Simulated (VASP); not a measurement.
Here is a VASP 6.6.1 calculation.

File INCAR:

```
PREC     = Accurate       # precision mode
ENCUT    = 520            # plane-wave cutoff, eV
EDIFF    = 1E-6           # SCF threshold, eV
ISMEAR   = 0              # smearing method
SIGMA    = 0.1            # smearing width, eV
LREAL    = F              # projectors in reciprocal space
LASPH    = T              # aspherical terms in the spheres
NELM     = 60             # most SCF steps
ALGO     = Normal         # electronic algorithm
ISIF     = 2              # what is computed and relaxed
LWAVE    = F              # write WAVECAR
LCHARG   = F              # write CHGCAR
GGA      = PE             # functional
NBANDS   = 38             # bands
```

The input KPOINTS:

```
Automatic mesh
0
Gamma
  6 6 10
```

Contents of POSCAR:

```
TaW2N4
1.0
    3.0117972109     -4.1521076658      0.0000000000
    3.0117972109      4.1521076658      0.0000000000
    0.0000000000      0.0000000000      3.0747632343
Ta W N
1 2 4
Direct
    0.0000000000      0.0000000000      0.0000000000
    0.0000000000      0.5000000000      0.5000000000
    0.5000000000      0.0000000000      0.5000000000
    0.2442595193      0.2442595193      0.5000000000
    0.7557404807      0.7557404807      0.5000000000
    0.7384266402      0.2615733598      0.0000000000
    0.2615733598      0.7384266402      0.0000000000
```

Potentials or basis: VASP PAW PBE potentials, release 64 (Ta_pv, W_sv, N).

Run with:

```bash
$ cat potpaw_PBE.64/Ta_pv/POTCAR potpaw_PBE.64/W_sv/POTCAR potpaw_PBE.64/N/POTCAR > POTCAR
$ mpirun -np 1 vasp_std > vasp.out
```

(1) Predict the band gap on the k mesh.

(2) Predict the largest force.

Results:

(1) zero (an odd number of electrons rules out a gap without spin polarisation).

(2) 0.046 eV/Å.

Caveat: spin-orbit coupling is left out, which moves the levels of the heavy elements.
